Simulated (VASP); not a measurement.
# SnS2 (P-3m1) in VASP: single point with HSE06

Aim: the single point of SnS2 with HSE06.

Everything below comes from runs of VASP 6.6.1. Logs are shortened: lines on timing, memory, paths and dates and some standing lists are left out, and cuts for length are marked.

### 1 The cell of the first run

It takes space group P-3m1 (No. 164, trigonal). The conventional cell has a = 3.661 Å, b = 3.661 Å, c = 5.962 Å, α = 90.00°, β = 90.00°, γ = 120.00°. Sn (site symmetry -3m) has 6 S at 2.57 Å within 3.4 Å. S (site symmetry 3m) has 3 Sn at 2.57 Å within 3.4 Å.

### 2 Single point, HSE06

POSCAR

```
SnS2
1.0
    3.6607548088      0.0000000000      0.0000000000
   -1.8303774044      3.1703066615      0.0000000000
    0.0000000000      0.0000000000      5.9617808635
Sn S
1 2
Direct
    0.0000000000      0.0000000000      0.0000000000
    0.3333333333      0.6666666667      0.2455905353
    0.6666666667      0.3333333333      0.7544094647
```

INCAR.step1

```
PREC = Accurate ; ENCUT = 400
EDIFF = 1E-5 ; ISMEAR = 0
SIGMA = 0.01 ; LREAL = F
LASPH = T ; NELM = 120
ALGO = Normal ; ISIF = 2
LWAVE = T ; LCHARG = F
GGA = PE ; NBANDS = 20
GGA_COMPAT = F ; KPAR = 4
```

INCAR.step2

```
PREC = Accurate ; ENCUT = 400
EDIFF = 1E-6 ; ISMEAR = 0
SIGMA = 0.01 ; LREAL = F
LASPH = T ; NELM = 120
ALGO = Normal ; ISIF = 2
LWAVE = F ; LCHARG = F
GGA = PE ; LHFCALC = T
HFSCREEN = 0.2079 ; PRECFOCK = Normal
ISTART = 1 ; NBANDS = 20
GGA_COMPAT = F ; KPAR = 4
```

KPOINTS

```
regular mesh
0
Gamma
  6 6 4
```

Potentials or basis: VASP PAW PBE potentials, release 64 (Sn_d, S).

On the command line:

```sh
$ cat potpaw_PBE.64/Sn_d/POTCAR potpaw_PBE.64/S/POTCAR > POTCAR
$ cp INCAR.step1 INCAR
$ mpirun -np 4 vasp_std > vasp.out
$ cp INCAR.step2 INCAR
$ mpirun -np 4 vasp_std > vasp.out
```

OUTCAR:

```text
PREC = Accurate
   ENCUT = 400
   EDIFF = 1E-6
   ISMEAR = 0
   LREAL = F
   LASPH = T
   NELM = 120
   ISIF = 2
   GGA = PE
   LHFCALC = T
   HFSCREEN = 0.2079
   PRECFOCK = Normal
   ISTART = 1

 ion  position               nearest neighbor table
   1  0.000  0.000  0.000-   2 2.57   3 2.57   3 2.57   2 2.57   3 2.57   2 2.57
   2  0.333  0.667  0.246-   1 2.57   1 2.57   1 2.57
   3  0.667  0.333  0.754-   1 2.57   1 2.57   1 2.57

  LATTYP: Found a hexagonal cell.
 ALAT       =     3.6607548088
 C/A-ratio  =     1.6285660130

  Lattice vectors:

 A1 = (   3.6607548088,   0.0000000000,   0.0000000000)
 A2 = (  -1.8303774044,   3.1703066615,   0.0000000000)
 A3 = (   0.0000000000,   0.0000000000,   5.9617808635)

Analysis of symmetry for initial positions (statically):
=====================================================================
 Subroutine PRICEL returns:
 Original cell was already a primitive cell.

 Routine SETGRP: Setting up the symmetry group for a
 hexagonal supercell.

 Subroutine GETGRP returns: Found 12 space group operations
 (whereof 12 operations were pure point group operations)
 out of a pool of 24 trial point group operations.

The static configuration has the point symmetry D_3d.

Analysis of symmetry for dynamics (positions and initial velocities):
=====================================================================
 Subroutine PRICEL returns:
 Original cell was already a primitive cell.

 Routine SETGRP: Setting up the symmetry group for a
 hexagonal supercell.

 Subroutine GETGRP returns: Found 12 space group operations
 (whereof 12 operations were pure point group operations)
 out of a pool of 24 trial point group operations.

The dynamic configuration has the point symmetry D_3d.

 Subroutine INISYM returns: Found 12 space group operations
 (whereof 12 operations are pure point group operations),
 and found     1 'primitive' translations

----------------------------------------------------------------------------------------

                                     Primitive cell

  volume of cell :      69.1907

  direct lattice vectors                    reciprocal lattice vectors
     3.660754809  0.000000000  0.000000000     0.273167708  0.157713450  0.000000000
    -1.830377404  3.170306662  0.000000000     0.000000000  0.315426899  0.000000000
     0.000000000  0.000000000  5.961780863     0.000000000  0.000000000  0.167735115

  length of vectors
     3.660754809  3.660754809  5.961780863     0.315426899  0.315426899  0.167735115

  position of ions in fractional coordinates (direct lattice)
     0.000000000  0.000000000  0.000000000
     0.333333333  0.666666667  0.245590535
     0.666666667  0.333333333  0.754409465

  ion indices of the primitive-cell ions
   primitive index   ion index
                 1           1
                 2           2
                 3           3

----------------------------------------------------------------------------------------

 KPOINTS: regular mesh

Automatic generation of k-mesh.
 Grid dimensions read from file:
 generate k-points for:    6    6    4

 Generating k-lattice:

  Cartesian coordinates                     Fractional coordinates (reciprocal lattice)
     0.045527951  0.026285575  0.000000000     0.166666667  0.000000000  0.000000000
     0.000000000  0.052571150  0.000000000     0.000000000  0.166666667  0.000000000
     0.000000000  0.000000000  0.041933779     0.000000000  0.000000000  0.250000000

  Length of vectors
     0.052571150  0.052571150  0.041933779

  Shift w.r.t. Gamma in fractional coordinates (k-lattice)
     0.000000000  0.000000000  0.000000000

 Subroutine IBZKPT returns following result:
 ===========================================

 Found     24 irreducible k-points:

 Following reciprocal coordinates:
            Coordinates               Weight
  0.000000  0.000000  0.000000      1.000000
  0.166667 -0.000000  0.000000      6.000000
  0.333333 -0.000000  0.000000      6.000000
  0.500000 -0.000000  0.000000      3.000000
  0.166667  0.166667  0.000000      6.000000
  0.333333  0.166667  0.000000     12.000000
[... 16 lines left out ...]
  0.333333  0.166667  0.500000     12.000000
  0.333333  0.333333  0.500000      2.000000
   k-points           NKPTS =     24   k-points in BZ     NKDIM =    144   number of bands    NBANDS=     20
   number of dos      NEDOS =    301   number of ions     NIONS =      3
   total plane-waves  NPLWV =  23040
   dimension x,y,z NGX =    24 NGY =   24 NGZ =   40
   dimension x,y,z NGXF=    48 NGYF=   48 NGZF=   80
   ions per type =               1   2
   NGX,Y,Z   is equivalent  to a cutoff of  10.90, 10.90, 11.15 a.u.
   NGXF,Y,Z  is equivalent  to a cutoff of  21.80, 21.80, 22.31 a.u.
 SYSTEM =  unknown system
   PREC   = accura    normal or accurate (medium, high low for compatibility)
   ISTART =      1    job   : 0-new  1-cont  2-samecut
   ICHARG =      0    charge: 1-file 2-atom 10-const
   ISPIN  =      1    spin polarized calculation?
   LNONCOLLINEAR =      F non collinear calculations
   LSORBIT =      F    spin-orbit coupling
   LASPH  =      T    aspherical Exc in radial PAW
   ENCUT  =  400.0 eV  29.40 Ry    5.42 a.u.   5.97  5.97  9.72*2*pi/ulx,y,z
   NELM   =    120;   NELMIN=  2; NELMDL=  0     # of ELM steps
   EDIFF  = 0.1E-05   stopping-criterion for ELM
   LREAL  =      F    real-space projection
   EDIFFG = 0.1E-04   stopping-criterion for IOM
   NSW    =      0    number of steps for IOM
   IBRION =     -1    ionic relax: 0-MD 1-quasi-New 2-CG
   NFREE  =      0    steps in history (QN), initial steepest desc. (CG)
   ISIF   =      2    stress and relaxation
   ISYM   =      3    0-nonsym 1-usesym 2-fastsym
   POTIM  = 0.5000    time-step for ionic-motion
   TEBEG  =    0.0;   TEEND  =   0.0 temperature during run
   PSTRESS=    0.0 pullay stress
   NELECT =      26.0000    total number of electrons
   NUPDOWN=      -1.0000    fix difference up-down
   EMIN   =  10.00;   EMAX   =-10.00  energy-range for DOS
   EFERMI =   0.00;   METHOD = LEGACY
   ISMEAR =     0;   SIGMA  =   0.01  broadening in eV -4-tet -1-fermi 0-gaus
   EFERMI_NEDOS =   21; number of points for ismear=-14 and -15
   IALGO  =     38    algorithm
   IMIX   =      1    mixing-type and parameters
     AMIX     =   0.40;   BMIX     =  1.00
     AMIX_MAG =   1.60;   BMIX_MAG =  1.00
  volume/ion in A,a.u.               =      23.06       155.64
  Fermi-wavevector in a.u.,A,eV,Ry     =   1.181363  2.232452 18.988538  1.395618
  Thomas-Fermi vector in A             =   2.317638
   LORBIT       =      0    0 simple, 1 ext, 2 COOP (PROOUT), +10 PAW based schemes
   GGA     = PE    functional components
   LHFCALC =     T    Hartree Fock is set to
   PRECFOCK=normal    Normal, Fast or Accurate (Low or Medium for compatibility)
   ENCUT4O =  -1.0   cutoff for four orbital integrals eV
   NKREDX  =     1    reduce k-point grid by
   NKREDY  =     1    reduce k-point grid by
   NKREDZ  =     1    reduce k-point grid by
   AEXX    =    0.2500 exact exchange contribution
   HFSCREEN=    0.2079 screening length (either q_TF or 0.3 A-1)
   HFSCREENC=   0.2079 screening length for correlation (either q_TF or 0.3 A-1)
   ENCUTFOCK=  -1.0 apply spherical cutoff to Coloumb kernel
   IVDW    =     0    specifies the selected vdW correction
   LEPSILON=     F    determine dielectric tensor
   LRPA    =     F    only Hartree local field effects (RPA)
 non-spin polarized calculation
 Gauss-broadening in eV      SIGMA  =   0.01
  energy-cutoff  :      400.00
  volume of cell :       69.19
 maximum number of plane-waves:      1272
  NGX = 18; NGY = 18; NGZ = 30

 number of electron      26.0000001 magnetization

 Free energy of the ion-electron system (eV)
  ---------------------------------------------------
  ext. energy  EPLUGINS =         0.00000000
  ---------------------------------------------------
  free energy    TOTEN  =       -16.19005628 eV

  energy without entropy =      -16.19005628  energy(sigma->0) =      -16.19005628

 E-fermi :   3.8967     XC(G=0):  -7.8964

 val. band max:        3.7671278345   @ k =   0.0000   0.0000   0.0000
 cond. band min:       6.1632418661   @ k =   0.5000  -0.0000   0.2500
 fundamental gap:      2.3961140316
 Fermi energy:         3.8967024570

 k-point     1 :       0.0000    0.0000    0.0000
  band No.  band energies     occupation
      1     -19.0278      2.00000
      2     -19.0278      2.00000
      3     -18.9665      2.00000
      4     -18.9406      2.00000
      5     -18.9406      2.00000
      6     -11.2526      2.00000
[... 12 lines left out ...]
     19      14.5258      0.00000
     20      14.5258      0.00000

 k-point     2 :       0.1667   -0.0000    0.0000
  band No.  band energies     occupation
      1     -19.0483      2.00000
      2     -19.0161      2.00000
      3     -18.9570      2.00000
      4     -18.9461      2.00000
      5     -18.9362      2.00000
      6     -10.9217      2.00000
[... 12 lines left out ...]
     19      14.0200      0.00000
     20      14.8512      0.00000

 k-point     3 :       0.3333   -0.0000    0.0000
  band No.  band energies     occupation
      1     -19.0930      2.00000
      2     -19.0028      2.00000
      3     -18.9679      2.00000
      4     -18.9231      2.00000
      5     -18.9167      2.00000
      6     -10.0236      2.00000
[... 12 lines left out ...]
     19      14.3804      0.00000
     20      15.3371      0.00000

 k-point     4 :       0.5000   -0.0000    0.0000
  band No.  band energies     occupation
      1     -19.1159      2.00000
      2     -19.0006      2.00000
      3     -18.9751      2.00000
      4     -18.9091      2.00000
      5     -18.9022      2.00000
      6      -9.2185      2.00000
[... 429 lines left out ...]
 k-point    23 :       0.3333    0.1667    0.5000
  band No.  band energies     occupation
      1     -19.0941      2.00000
      2     -19.0188      2.00000
      3     -18.9615      2.00000
      4     -18.9233      2.00000
      5     -18.9066      2.00000
      6      -9.2086      2.00000
[... 12 lines left out ...]
     19      14.2769      0.00000
     20      15.2535      0.00000

 k-point    24 :       0.3333    0.3333    0.5000
  band No.  band energies     occupation
      1     -19.0596      2.00000
      2     -19.0596      2.00000
      3     -18.9353      2.00000
      4     -18.9353      2.00000
      5     -18.9153      2.00000
      6      -8.6038      2.00000
[... 12 lines left out ...]
     19      14.5623      0.00000
     20      14.6375      0.00000

------------------------ aborting loop because EDIFF is reached ----------------------------------------

  FORCE on cell =-STRESS in cart. coord.  units (eV):
  Direction    XX          YY          ZZ          XY          YZ          ZX
  --------------------------------------------------------------------------------------
  -------------------------------------------------------------------------------------
  Total       -0.1257163     -0.1257163     -0.0976494     -0.0000000      0.0000000      0.0000000
  in kB       -2.9110809     -2.9110809     -2.2611651     -0.0000000      0.0000000      0.0000000
  external PRESSURE =      -2.6944423 kB  Pullay stress =       0.0000000 kB

 VOLUME and BASIS-vectors are now :
 -----------------------------------------------------------------------------
  energy-cutoff  :      400.00
  volume of cell :       69.19
      direct lattice vectors                 reciprocal lattice vectors
     3.660754809  0.000000000  0.000000000     0.273167708  0.157713450  0.000000000
    -1.830377404  3.170306662  0.000000000     0.000000000  0.315426899  0.000000000
     0.000000000  0.000000000  5.961780863     0.000000000  0.000000000  0.167735115

 POSITION                                       TOTAL-FORCE (eV/Angst)
 -----------------------------------------------------------------------------------
      0.00000      0.00000      0.00000        -0.000000      0.000000      0.000000
     -0.00000      2.11354      1.46416        -0.000000      0.000000     -0.272444
      1.83038      1.05677      4.49762         0.000000      0.000000      0.272444
 -----------------------------------------------------------------------------------
    total drift:                               -0.000000      0.000000      0.000001

  FREE ENERGIE OF THE ION-ELECTRON SYSTEM (eV)
  ---------------------------------------------------
  free  energy   TOTEN  =       -16.1900562762 eV

  energy  without entropy=      -16.1900562762  energy(sigma->0) =      -16.19005628
```

Run time: 10 min. Hardware: 4 MPI ranks of Intel Xeon Platinum 8488C (Sapphire Rapids), shared host; peak memory 0.27 GiB.

What came out:

```yaml
Free_energy: -16.1901 eV
Pressure: -0.3 GPa
Largest_force: 0.272 eV/Å
Band_gap_on_the_k_mesh: 2.40 eV (least direct gap 2.76 eV)
```

Forces in eV/Å, atoms in the order of the input:
```
Sn   0.000  0.000  0.000
S    0.000  0.000 -0.272
S    0.000  0.000  0.272
```

Caveat: the PAW data sets were made with another functional, which shifts forces and pressure a little; spin-orbit coupling is left out, which moves the levels of the heavy elements; this functional lacks dispersion, which binds layers or chains, so the pressure and a relaxed spacing across them are unreliable. A k mesh can miss the band edges.
